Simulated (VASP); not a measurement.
Wanted: the native input for a VASP 6.6.1 run.

```
Task                   : single point
Functional             : PBE
Potentials or basis    : VASP PAW PBE potentials, release 64 (Mg, Si, N)
Cutoff                 : 520 eV
k mesh                 : 6 × 6 × 6
Occupations            : gaussian, width 0.1 eV
Spin                   : no spin polarisation
Dipole correction      : no
Further INCAR settings : ALGO = Normal; EDIFF = 1e-07; NBANDS = 18
```

The structure of MgSi2N2 lies in POSCAR:

```
MgSi2N2
1.0
   -1.9180900228      1.9180900228      4.5069946868
    1.9180900228     -1.9180900228      4.5069946868
    1.9180900228      1.9180900228     -4.5069946868
Mg Si N
1 2 2
Direct
    0.0000000000      0.0000000000      0.0000000000
    0.7500000000      0.2500000000      0.5000000000
    0.2500000000      0.7500000000      0.5000000000
    0.2454427245      0.2454427245      0.0000000000
    0.7545572755      0.7545572755      0.0000000000
```

The input as run:

INCAR

```
PREC = Accurate
ENCUT = 520
EDIFF = 1E-7
ISMEAR = 0
SIGMA = 0.1
LREAL = F
LASPH = T
NELM = 100
ALGO = Normal
ISIF = 2
LWAVE = F
LCHARG = T
GGA = PE
LELF = T
LVHAR = T
NBANDS = 18
```

KPOINTS

```
Automatic mesh
0
Gamma
  6 6 6
```

Potentials or basis: VASP PAW PBE potentials, release 64 (Mg, Si, N).

The run is started by

```bash
$ cat potpaw_PBE.64/Mg/POTCAR potpaw_PBE.64/Si/POTCAR potpaw_PBE.64/N/POTCAR > POTCAR
$ mpirun -np 1 vasp_std > vasp.out
```

It gave:

* Pressure: 0.0 GPa
* Largest force: 0.035 eV/Å
* Band gap on the k mesh: zero (band 10 reaches 7.02 eV, above the bottom of band 11 at 6.16 eV)

Caveat: the k points lie up to 0.39 Å⁻¹ apart.

Wall time 80 s on 1 thread of Intel(R) Xeon(R) Platinum 8259CL CPU @ 2.50GHz (Skylake/Cascade Lake), with other jobs on the host, peak memory 0.24 GiB.
